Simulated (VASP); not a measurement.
# Ni (Fm-3m) in VASP: notebook

Runs on Ni. Level: PBEsol. Tasks: single point.

Program: VASP 6.6.1. These are calculated values, not measurements. Logs are shortened: lines on timing, memory, paths and dates and some standing lists are left out, and cuts for length are marked.

### 1 The cell of the first run

The structure is cubic, space group Fm-3m (No. 225). Conventional cell: a = 3.188 Å, b = 3.188 Å, c = 3.188 Å, α = 90.00°, β = 90.00°, γ = 90.00°. Ni (site symmetry m-3m) has 12 Ni at 2.25 Å within 3.0 Å.

### 2 Single point, PBEsol, collinear spin, ferromagnetic start (volume scaled by 0.78)

File INCAR:

```
SYSTEM = Ni
PREC     = Accurate       ! precision mode
ENCUT    = 520            ! plane-wave cutoff, eV
EDIFF    = 1E-7           ! SCF threshold, eV
ISMEAR   = -1             ! smearing method
SIGMA    = 0.05           ! smearing width, eV
LREAL    = .False.        ! projectors in reciprocal space
LASPH    = .True.         ! aspherical terms in the spheres
NELM     = 150            ! most SCF steps
ALGO     = Normal         ! electronic algorithm
ISIF     = 2              ! what is computed and relaxed
LWAVE    = .False.        ! write WAVECAR
LCHARG   = .False.        ! write CHGCAR
ISPIN    = 2              ! spin polarisation
MAGMOM   = 1              ! initial moments
LORBIT   = 11             ! projections on sites
LMAXMIX  = 4              ! l up to which the mixer works
GGA      = PS             ! functional
NBANDS   = 15             ! bands
```

File KPOINTS:

```
regular mesh
0
Gamma
  19 19 19
  0 0 0
```

File POSCAR:

```
Ni
1.0
    0.0000000000      1.5940315070      1.5940315070
    1.5940315070      0.0000000000      1.5940315070
    1.5940315070      1.5940315070      0.0000000000
Ni
1
Direct
    0.0000000000      0.0000000000      0.0000000000
```

Potentials or basis: VASP PAW PBE potentials, release 64 (Ni).

The run is started by

```bash
> cat potpaw_PBE.64/Ni/POTCAR > POTCAR
> mpirun -np 1 vasp_std > vasp.out
```

OUTCAR:

```text
SYSTEM = Ni
   PREC = Accurate
   ENCUT = 520
   EDIFF = 1E-7
   ISMEAR = -1
   LREAL = .False.
   LASPH = .True.
   NELM = 150
   ISIF = 2
   ISPIN = 2
   LORBIT = 11
   GGA = PS

 ion  position               nearest neighbor table
   1  0.000  0.000  0.000-

  LATTYP: Found a face centered cubic cell.
 ALAT       =     3.1880630140

  Lattice vectors:

 A1 = (   0.0000000000,   1.5940315070,   1.5940315070)
 A2 = (   1.5940315070,   0.0000000000,   1.5940315070)
 A3 = (   1.5940315070,   1.5940315070,   0.0000000000)

Analysis of symmetry for initial positions (statically):
=====================================================================
 Subroutine PRICEL returns:
 Original cell was already a primitive cell.

 Routine SETGRP: Setting up the symmetry group for a
 face centered cubic supercell.

 Subroutine GETGRP returns: Found 48 space group operations
 (whereof 48 operations were pure point group operations)
 out of a pool of 48 trial point group operations.

The static configuration has the point symmetry O_h .

Analysis of symmetry for dynamics (positions and initial velocities):
=====================================================================
 Subroutine PRICEL returns:
 Original cell was already a primitive cell.

 Routine SETGRP: Setting up the symmetry group for a
 face centered cubic supercell.

 Subroutine GETGRP returns: Found 48 space group operations
 (whereof 48 operations were pure point group operations)
 out of a pool of 48 trial point group operations.

The dynamic configuration has the point symmetry O_h .

Analysis of structural, dynamic, and magnetic symmetry:
=====================================================================
 Subroutine PRICEL returns:
 Original cell was already a primitive cell.

 Routine SETGRP: Setting up the symmetry group for a
 face centered cubic supercell.

 Subroutine GETGRP returns: Found 48 space group operations
 (whereof 48 operations were pure point group operations)
 out of a pool of 48 trial point group operations.

The overall configuration has the point symmetry O_h .

 Subroutine INISYM returns: Found 48 space group operations
 (whereof 48 operations are pure point group operations),
 and found     1 'primitive' translations

----------------------------------------------------------------------------------------

                                     Primitive cell

  volume of cell :       8.1007

  direct lattice vectors                    reciprocal lattice vectors
     0.000000000  1.594031507  1.594031507    -0.313670086  0.313670086  0.313670086
     1.594031507  0.000000000  1.594031507     0.313670086 -0.313670086  0.313670086
     1.594031507  1.594031507  0.000000000     0.313670086  0.313670086 -0.313670086

  length of vectors
     2.254300976  2.254300976  2.254300976     0.543292526  0.543292526  0.543292526

  position of ions in fractional coordinates (direct lattice)
     0.000000000  0.000000000  0.000000000

  ion indices of the primitive-cell ions
   primitive index   ion index
                 1           1

----------------------------------------------------------------------------------------

 KPOINTS: regular mesh

Automatic generation of k-mesh.
 Grid dimensions read from file:
 generate k-points for:   19   19   19

 Generating k-lattice:

  Cartesian coordinates                     Fractional coordinates (reciprocal lattice)
    -0.016508952  0.016508952  0.016508952     0.052631579  0.000000000  0.000000000
     0.016508952 -0.016508952  0.016508952     0.000000000  0.052631579  0.000000000
     0.016508952  0.016508952 -0.016508952     0.000000000  0.000000000  0.052631579

  Length of vectors
     0.028594343  0.028594343  0.028594343

  Shift w.r.t. Gamma in fractional coordinates (k-lattice)
     0.000000000  0.000000000  0.000000000

 Subroutine IBZKPT returns following result:
 ===========================================

 Found    220 irreducible k-points:

 Following reciprocal coordinates:
            Coordinates               Weight
  0.000000  0.000000  0.000000      1.000000
  0.052632  0.000000  0.000000      8.000000
  0.105263  0.000000  0.000000      8.000000
  0.157895  0.000000  0.000000      8.000000
  0.210526  0.000000  0.000000      8.000000
  0.263158  0.000000  0.000000      8.000000
[... 16 lines left out ...]
 -0.315789  0.052632  0.000000     24.000000
 -0.263158  0.052632  0.000000     24.000000
 [... further k-points ...]
   k-points           NKPTS =    220   k-points in BZ     NKDIM =    220   number of bands    NBANDS=     15
   number of dos      NEDOS =    301   number of ions     NIONS =      1
   total plane-waves  NPLWV =   5832
   dimension x,y,z NGX =    18 NGY =   18 NGZ =   18
   dimension x,y,z NGXF=    36 NGYF=   36 NGZF=   36
   ions per type =               1
   NGX,Y,Z   is equivalent  to a cutoff of  13.27, 13.27, 13.27 a.u.
   NGXF,Y,Z  is equivalent  to a cutoff of  26.55, 26.55, 26.55 a.u.
 SYSTEM =  Ni
   PREC   = accura    normal or accurate (medium, high low for compatibility)
   ISTART =      0    job   : 0-new  1-cont  2-samecut
   ICHARG =      2    charge: 1-file 2-atom 10-const
   ISPIN  =      2    spin polarized calculation?
   LNONCOLLINEAR =      F non collinear calculations
   LSORBIT =      F    spin-orbit coupling
   LASPH  =      T    aspherical Exc in radial PAW
   ENCUT  =  520.0 eV  38.22 Ry    6.18 a.u.   4.19  4.19  4.19*2*pi/ulx,y,z
   NELM   =    150;   NELMIN=  2; NELMDL= -5     # of ELM steps
   EDIFF  = 0.1E-06   stopping-criterion for ELM
   LREAL  =      F    real-space projection
   EDIFFG = 0.1E-05   stopping-criterion for IOM
   NSW    =      0    number of steps for IOM
   IBRION =     -1    ionic relax: 0-MD 1-quasi-New 2-CG
   NFREE  =      0    steps in history (QN), initial steepest desc. (CG)
   ISIF   =      2    stress and relaxation
   ISYM   =      2    0-nonsym 1-usesym 2-fastsym
   POTIM  = 0.5000    time-step for ionic-motion
   TEBEG  =    0.0;   TEEND  =   0.0 temperature during run
   PSTRESS=    0.0 pullay stress
   NELECT =      10.0000    total number of electrons
   NUPDOWN=      -1.0000    fix difference up-down
   EMIN   =  10.00;   EMAX   =-10.00  energy-range for DOS
   EFERMI =   0.00;   METHOD = LEGACY
   ISMEAR =    -1;   SIGMA  =   0.05  broadening in eV -4-tet -1-fermi 0-gaus
   EFERMI_NEDOS =   21; number of points for ismear=-14 and -15
   IALGO  =     38    algorithm
   IMIX   =      4    mixing-type and parameters
     AMIX     =   0.40;   BMIX     =  1.00
     AMIX_MAG =   1.60;   BMIX_MAG =  1.00
  volume/ion in A,a.u.               =       8.10        54.67
  Fermi-wavevector in a.u.,A,eV,Ry     =   1.756176  3.318691 41.962444  3.084153
  Thomas-Fermi vector in A             =   2.825777
   LORBIT       =     11    0 simple, 1 ext, 2 COOP (PROOUT), +10 PAW based schemes
   GGA     = PS    functional components
   LHFCALC =     F    Hartree Fock is set to
   AEXX    =    0.0000 exact exchange contribution
   IVDW    =     0    specifies the selected vdW correction
   LEPSILON=     F    determine dielectric tensor
   LRPA    =     F    only Hartree local field effects (RPA)
 spin polarized calculation
  energy-cutoff  :      520.00
  volume of cell :        8.10
 maximum number of plane-waves:       229
 NGX is ok and might be reduce to    18
   NGX =  9   NGY =  9   NGZ =  9

 number of electron      10.0000009 magnetization       0.5274924

 Free energy of the ion-electron system (eV)
  ---------------------------------------------------
  ext. energy  EPLUGINS =         0.00000000
  ---------------------------------------------------
  free energy    TOTEN  =        -5.56879454 eV

  energy without entropy =       -5.55878633  energy(sigma->0) =       -5.56379044

 E-fermi :  14.0939     XC(G=0): -15.2830

 val. band max:       14.0907118643   @ k =  -0.3684   0.3158   0.0526
 cond. band min:      14.1037098796   @ k =   0.4737   0.4211   0.0000
 fundamental gap:      0.0129980153
 Fermi energy:        14.0938926351

 spin component 1

 k-point     1 :       0.0000    0.0000    0.0000
  band No.  band energies     occupation
      1       2.7741      1.00000
      2      10.7729      1.00000
      3      10.7729      1.00000
      4      10.7729      1.00000
      5      12.5521      1.00000
      6      12.5521      1.00000
      7      40.1783      0.00000
      8      46.4431      0.00000
      9      46.4431      0.00000
     10      46.4431      0.00000
     11      51.0540      0.00000
     12      51.0540      0.00000
     13      51.0540      0.00000
     14      52.7489      0.00000
     15      58.7158      0.00000
[... 397 lines left out ...]
 k-point    24 :      -0.2632    0.0526    0.0000
  band No.  band energies     occupation
      1       6.0881      1.00000
      2      10.2282      1.00000
      3      11.0356      1.00000
      4      11.1175      1.00000
      5      12.5883      1.00000
      6      13.0964      1.00000
      7      30.2499      0.00000
      8      39.4139      0.00000
      9      43.5520      0.00000
     10      47.0272      0.00000
     11      48.7059      0.00000
     12      49.7635      0.00000
     13      54.4975      0.00000
     14      58.2528      0.00000
     15      59.3046      0.00000

 [... further k-points ...]

 spin component 2

 k-point     1 :       0.0000    0.0000    0.0000
  band No.  band energies     occupation
      1       2.7861      1.00000
      2      11.3841      1.00000
      3      11.3841      1.00000
      4      11.3841      1.00000
      5      13.0694      1.00000
      6      13.0694      1.00000
      7      40.1200      0.00000
      8      46.4372      0.00000
      9      46.4372      0.00000
     10      46.4372      0.00000
     11      51.1919      0.00000
     12      51.1919      0.00000
     13      51.1919      0.00000
     14      52.7177      0.00000
     15      60.0271      0.00000
[... 397 lines left out ...]
 k-point    24 :      -0.2632    0.0526    0.0000
  band No.  band energies     occupation
      1       6.1636      1.00000
      2      10.6993      1.00000
      3      11.5870      1.00000
      4      11.6751      1.00000
      5      13.1659      1.00000
      6      13.6782      0.99975
      7      30.4444      0.00000
      8      39.4212      0.00000
      9      43.6235      0.00000
     10      47.1259      0.00000
     11      48.7893      0.00000
     12      49.8038      0.00000
     13      54.5603      0.00000
     14      59.4393      0.00000
     15      59.4613      0.00000

 [... further k-points ...]

------------------------ aborting loop because EDIFF is reached ----------------------------------------

  FORCE on cell =-STRESS in cart. coord.  units (eV):
  Direction    XX          YY          ZZ          XY          YZ          ZX
  --------------------------------------------------------------------------------------
  -------------------------------------------------------------------------------------
  Total        5.1894333      5.1894333      5.1894333     -0.0000000     -0.0000000      0.0000000
  in kB     1026.3838660   1026.3838660   1026.3838660     -0.0000000     -0.0000000      0.0000000
  external PRESSURE =    1026.3838660 kB  Pullay stress =       0.0000000 kB

 VOLUME and BASIS-vectors are now :
 -----------------------------------------------------------------------------
  energy-cutoff  :      520.00
  volume of cell :        8.10
      direct lattice vectors                 reciprocal lattice vectors
     0.000000000  1.594031507  1.594031507    -0.313670086  0.313670086  0.313670086
     1.594031507  0.000000000  1.594031507     0.313670086 -0.313670086  0.313670086
     1.594031507  1.594031507  0.000000000     0.313670086  0.313670086 -0.313670086

 POSITION                                       TOTAL-FORCE (eV/Angst)
 -----------------------------------------------------------------------------------
      0.00000      0.00000      0.00000         0.000000      0.000000      0.000000
 -----------------------------------------------------------------------------------
    total drift:                                0.000000     -0.000000     -0.000000

  FREE ENERGIE OF THE ION-ELECTRON SYSTEM (eV)
  ---------------------------------------------------
  free  energy   TOTEN  =        -5.5687945433 eV

  energy  without entropy=       -5.5587863277  energy(sigma->0) =       -5.56379044

 total charge

# of ion       s       p       d       tot
------------------------------------------
    1        0.655   0.835   8.541  10.031

 magnetization (x)

# of ion       s       p       d       tot
------------------------------------------
    1       -0.007  -0.024   0.545   0.514
```

Wall time 33 s (1 thread of Intel Xeon 6975P-C (Granite Rapids), shared host); peak memory 0.15 GiB.

Results:

- Free energy: -5.5688 eV
- Pressure: 102.6 GPa
- Net moment: 0.53 μB per cell
- Site moments: Ni +0.51 μB

Caveat: the cell differs from its parent crystal (volume scaled by 0.78); the PAW data sets were made with another functional, which shifts forces and pressure a little.

### 3 Single point, PBEsol, collinear spin, ferromagnetic start (volume scaled by 0.88)

File INCAR:

```
SYSTEM = Ni
ALGO = Normal ; EDIFF = 1E-6
ENCUT = 520 ; GGA = PS
ISIF = 2 ; ISMEAR = -1
ISPIN = 2 ; LASPH = .True.
LCHARG = .False. ; LMAXMIX = 4
LORBIT = 11 ; LREAL = .False.
LWAVE = .False. ; MAGMOM = 1
NBANDS = 15 ; NELM = 150
PREC = Accurate ; SIGMA = 0.05
```

File KPOINTS:

```
k-points
0
Gamma
  19 19 19
  0 0 0
```

File POSCAR:

```
Ni
1.0
    0.0000000000      1.6594324983      1.6594324983
    1.6594324983      0.0000000000      1.6594324983
    1.6594324983      1.6594324983      0.0000000000
Ni
1
Direct
    0.0000000000      0.0000000000      0.0000000000
```

Potentials or basis: VASP PAW PBE potentials, release 64 (Ni).

The run is started by

```bash
> cat potpaw_PBE.64/Ni/POTCAR > POTCAR
> mpirun -np 1 vasp_std > vasp.out
```

Run time: 30 s. Hardware: 1 thread of Intel Xeon 6975P-C (Granite Rapids), shared host; peak memory 0.16 GiB.

It converged, with:

| Item | Value |
| --- | --- |
| Free energy | -6.0076 eV |
| Pressure | 39.2 GPa |
| Net moment | 0.55 μB per cell |
| Site moments | Ni +0.54 μB |
| Valence electrons inside the program's atomic spheres | Ni 9.69 |

Levels at points of the mesh, in eV from the Fermi level:
Spin up:
```csv
k point,band 3,band 4,band 5,band 6,band 7,band 8
"(0.00, 0.00, 0.00)",-2.88,-2.88,-1.39,-1.39,25.14,30.39
```
Spin down:
```csv
k point,band 3,band 4,band 5,band 6,band 7,band 8
"(0.00, 0.00, 0.00)",-2.25,-2.25,-0.86,-0.86,25.06,30.38
```

Caveat: the cell differs from its parent crystal (volume scaled by 0.88); the PAW data sets were made with another functional, which shifts forces and pressure a little.

### 4 Single point, PBEsol, collinear spin, ferromagnetic start

This run uses another cell than the first one, of 10.39 Å³/atom, 1.282 times its volume.

File INCAR:

```
ALGO = Normal ; EDIFF = 1E-7
ENCUT = 520 ; GGA = PS
ISIF = 2 ; ISMEAR = -1
ISPIN = 2 ; LASPH = T
LCHARG = F ; LMAXMIX = 4
LORBIT = 11 ; LREAL = F
LWAVE = F ; MAGMOM = 1
NBANDS = 15 ; NELM = 150
PREC = Accurate ; SIGMA = 0.05
```

File KPOINTS:

```
k-points
0
Gamma
  19 19 19
```

File POSCAR:

```
Ni
1.0
    0.0000000000      1.7316709325      1.7316709325
    1.7316709325      0.0000000000      1.7316709325
    1.7316709325      1.7316709325      0.0000000000
Ni
1
Direct
    0.0000000000      0.0000000000      0.0000000000
```

The run is started by

```bash
> cat potpaw_PBE.64/Ni/POTCAR > POTCAR
> mpirun -np 1 vasp_std > vasp.out
```

Run time: 55 s. Hardware: 1 thread of Intel Xeon 6975P-C (Granite Rapids), shared host; peak memory 0.16 GiB.

The run converged. Its results:

| Property | Result |
| --- | --- |
| Free energy | -6.1411 eV |
| Pressure | -0.1 GPa |
| Net moment | 0.60 μB per cell |
| Site moments | Ni +0.60 μB |
| Valence electrons inside the program's atomic spheres | Ni 9.40 |

Levels at points of the mesh, in eV from the Fermi level:
Spin up:
| k point | band 3 | band 4 | band 5 | band 6 | band 7 | band 8 |
| --- | --- | --- | --- | --- | --- | --- |
| (0.00, 0.00, 0.00) | -2.53 | -2.53 | -1.28 | -1.28 | 24.09 | 28.30 |
Spin down:
| k point | band 3 | band 4 | band 5 | band 6 | band 7 | band 8 |
| --- | --- | --- | --- | --- | --- | --- |
| (0.00, 0.00, 0.00) | -1.84 | -1.84 | -0.70 | -0.70 | 23.98 | 28.29 |

Caveat: the PAW data sets were made with another functional, which shifts forces and pressure a little.

### 5 Single point, PBEsol, collinear spin, ferromagnetic start

This run uses another cell than the first one, of 10.39 Å³/atom, 1.282 times its volume.

File INCAR:

```
SYSTEM = Ni
PREC     = Accurate       ! precision mode
ENCUT    = 520            ! plane-wave cutoff, eV
EDIFF    = 1E-7           ! SCF threshold, eV
ISMEAR   = -1             ! smearing method
SIGMA    = 0.05           ! smearing width, eV
LREAL    = .False.        ! projectors in reciprocal space
LASPH    = .True.         ! aspherical terms in the spheres
NELM     = 150            ! most SCF steps
ALGO     = Normal         ! electronic algorithm
ISIF     = 2              ! what is computed and relaxed
LWAVE    = .False.        ! write WAVECAR
LCHARG   = .False.        ! write CHGCAR
ISPIN    = 2              ! spin polarisation
MAGMOM   = 1              ! initial moments
LORBIT   = 11             ! projections on sites
LMAXMIX  = 4              ! l up to which the mixer works
GGA      = PS             ! functional
NBANDS   = 15             ! bands
```

File KPOINTS:

```
regular mesh
0
Gamma
  19 19 19
  0 0 0
```

File POSCAR:

```
Ni
1.0
    0.0000000000      1.7316709324      1.7316709324
    1.7316709324      0.0000000000      1.7316709324
    1.7316709324      1.7316709324      0.0000000000
Ni
1
Direct
    0.0000000000      0.0000000000      0.0000000000
```

The run is started by

```bash
> cat potpaw_PBE.64/Ni/POTCAR > POTCAR
> mpirun -np 1 vasp_std > vasp.out
```

Wall time 49 s (1 thread of Intel Xeon 6975P-C (Granite Rapids), shared host); peak memory 0.16 GiB.

Results (log left out):

| Property | Result |
| --- | --- |
| Free energy | -6.1411 eV |
| Pressure | -0.1 GPa |
| Net moment | 0.60 μB per cell |
| Site moments | Ni +0.60 μB |
| Valence electrons inside the program's atomic spheres | Ni 9.40 |

Levels at points of the mesh, in eV from the Fermi level:
Spin up:
| k point | band 3 | band 4 | band 5 | band 6 | band 7 | band 8 |
| --- | --- | --- | --- | --- | --- | --- |
| (0.00, 0.00, 0.00) | -2.53 | -2.53 | -1.28 | -1.28 | 24.09 | 28.30 |
Spin down:
```
           k point  band 3  band 4  band 5  band 6  band 7  band 8
(0.00, 0.00, 0.00)   -1.84   -1.84   -0.70   -0.70   23.98   28.29
```

Caveat: the PAW data sets were made with another functional, which shifts forces and pressure a little.

### 6 Overview

```csv
cell,gap on the mesh (eV),pressure (GPa),moment (μB)
"a = 2.254 Å, angles 60.0°, 1 atom",none,102.6,0.53
"a = 2.347 Å, angles 60.0°, 1 atom",none,39.2,0.55
"a = 2.449 Å, angles 60.0°, 1 atom",none,-0.1,0.60
```

Alike in all rows: task single point; level PBEsol; potentials or basis VASP PAW PBE potentials, release 64 (Ni); spin collinear, ferromagnetic start; k mesh 19 × 19 × 19; cutoff (eV) 520; smearing fermi-dirac 0.05 eV.

Caveats: the PAW data sets were made with another functional, which shifts forces and pressure a little.

Total energies depend on the potentials used, so only differences within one code and one set of settings carry meaning.
